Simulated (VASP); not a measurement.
Wanted: the native input for a VASP 6.6.1 run.

```
Task                   : single point
Functional             : PBE
Potentials or basis    : VASP PAW PBE potentials, release 64 (Be, Te, Se)
Cutoff                 : 520 eV
k mesh                 : 2 × 2 × 2
Occupations            : gaussian, width 0.1 eV
Spin                   : no spin polarisation
Dipole correction      : no
Further INCAR settings : LREAL = Auto; ALGO = Normal; EDIFF = 1e-07; NBANDS = 46
```

The structure of Be4TeSe3 lies in POSCAR:

```
Be4TeSe3
1.0
    0.0000000000      0.0000000000     -6.1621471755
    0.0000000000     -6.4709786081      0.0000000000
   -7.4759388961      0.0000000000      0.0000000000
Be Te Se
8 2 6
Direct
    0.6328988721      0.1880220555      0.5000000000
    0.1323269659      0.3421212356      0.2626223246
    0.1323269659      0.3421212356      0.7373776754
    0.6047977131      0.1615274459      1.0000000000
    0.1047977131      0.8384725541      0.5000000000
    0.6323269659      0.6578787644      0.7626223246
    0.1328988721      0.8119779445      1.0000000000
    0.6323269659      0.6578787644      0.2373776754
    0.9992791632      0.1644185065      0.0000000000
    0.4992791632      0.8355814935      0.5000000000
    0.9995297656      0.1737962015      0.5000000000
    0.4994202771      0.3352104968      0.2489335862
    0.4994202771      0.3352104968      0.7510664138
    0.9994202771      0.6647895032      0.7489335862
    0.4995297656      0.8262037985      1.0000000000
    0.9994202771      0.6647895032      0.2510664138
```

These files were run (other wordings do the same):

INCAR

```
  ALGO = Normal
  EDIFF = 1E-7
  ENCUT = 520
  GGA = PE
  ISIF = 2
  ISMEAR = 0
  LASPH = T
  LCHARG = F
  LREAL = Auto
  LWAVE = F
  NBANDS = 46
  NELM = 60
  PREC = Accurate
  SIGMA = 0.1
```

KPOINTS

```
k-points
0
Gamma
  2 2 2
```

Potentials or basis: VASP PAW PBE potentials, release 64 (Be, Te, Se).

Command:

```sh
$ cat potpaw_PBE.64/Be/POTCAR potpaw_PBE.64/Te/POTCAR potpaw_PBE.64/Se/POTCAR > POTCAR
$ mpirun -np 1 vasp_std > vasp.out
```

It gave:

```yaml
Pressure: 0.2 GPa
Largest_force: 0.020 eV/Å
Band_gap_on_the_k_mesh: 2.89 eV
```

Caveat: the k points lie up to 0.51 Å⁻¹ apart; spin-orbit coupling is left out, which moves the levels of the heavy elements.

Wall time 4.3 min on 1 thread of AMD EPYC 7R13 Processor (Zen 3), with other jobs on the host, peak memory 0.33 GiB.
